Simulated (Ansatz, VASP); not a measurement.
Two plane-wave programs on BeTe

```
Be Te
1.0
     0.00000    2.83431    2.83431
     2.83431    0.00000    2.83431
     2.83431    2.83431    0.00000
Be Te
1 1
Direct
  0.00000 0.00000 0.00000
  0.25000 0.25000 0.25000
```

Alike in both runs: functional PBE; k mesh 6 × 6 × 6; occupations gaussian, width 0.1 eV; no spin polarisation.

Ansatz relaxed the structure, and its values are those at the end. VASP's run is a single point on that final structure, the one shown.

|  | VASP | Ansatz |
| --- | --- | --- |
| version | VASP 6.6.1 | Ansatz 0.2.0 |
| potentials or method | VASP PAW PBE potentials, release 64 (Be, Te), cutoff 520 eV | scalar-relativistic, plane waves, PAW |
| valence electrons in the cell | 8 | 18 |

```tsv
	VASP	Ansatz	Ansatz less VASP
gap on the k mesh at the Fermi level (eV)	2.02	2.03	+0.014
least direct gap on the mesh (eV)	3.62	3.64	+0.018
pressure (GPa)	0.0	-0.1	-0.13
```

The functional is the same, so the differences come from potentials, cutoffs and numerics. VASP's potentials hold 8 valence electrons a cell and Ansatz's 18, so a difference there can come from the potentials and not from the codes.

Neither program's run includes spin-orbit coupling.
